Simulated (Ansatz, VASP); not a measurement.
One calculation of SiO2, two programs

```
Si O
1.0
     4.93290    0.00000    0.00000
     0.00000    4.93290    0.00000
     0.00000    0.00000    6.46450
Si O
4 8
Direct
  0.81771 0.81771 0.50000
  0.68229 0.31771 0.25000
  0.18230 0.18230 0.00000
  0.31771 0.68229 0.75000
  0.26834 0.36457 0.80193
  0.13543 0.76834 0.55193
  0.73166 0.63543 0.30193
  0.86457 0.23166 0.05193
  0.76834 0.13543 0.44807
  0.63543 0.73166 0.69807
  0.23166 0.86457 0.94807
  0.36457 0.26834 0.19807
```

Alike in both runs: task electric field gradients; functional PBE; k mesh 4 × 4 × 3; occupations fermi-dirac, width 0.02 eV; no spin polarisation.

|  | VASP | Ansatz |
| --- | --- | --- |
| version | VASP 6.6.1 | Ansatz 0.2.0 |
| potentials or method | VASP PAW PBE potentials, release 64 (Si, O) | plane-wave PAW, scalar-relativistic |
| plane-wave cutoff (eV) | 520 | 420 |
| valence electrons in the cell | 64 | 64 |

|  | VASP | Ansatz | Ansatz less VASP |
| --- | --- | --- | --- |
| gap on the k mesh at the Fermi level (eV) | 5.71 | 5.70 | -0.002 |
| pressure (GPa) | 4.2 | 4.0 | -0.17 |
| traceless stress, the component that is largest in VASP (GPa) | 2.22 | 2.26 | +0.048 |
| rms of the force components (eV/Å) | 0.096 | 0.096 | +0.0003 |
| size of Vzz on the site where it differs most (V/Å²) | 87.0 | 93.6 | +6.66 |

Atom by atom the forces differ by 0.010 eV/Å (rms over components).
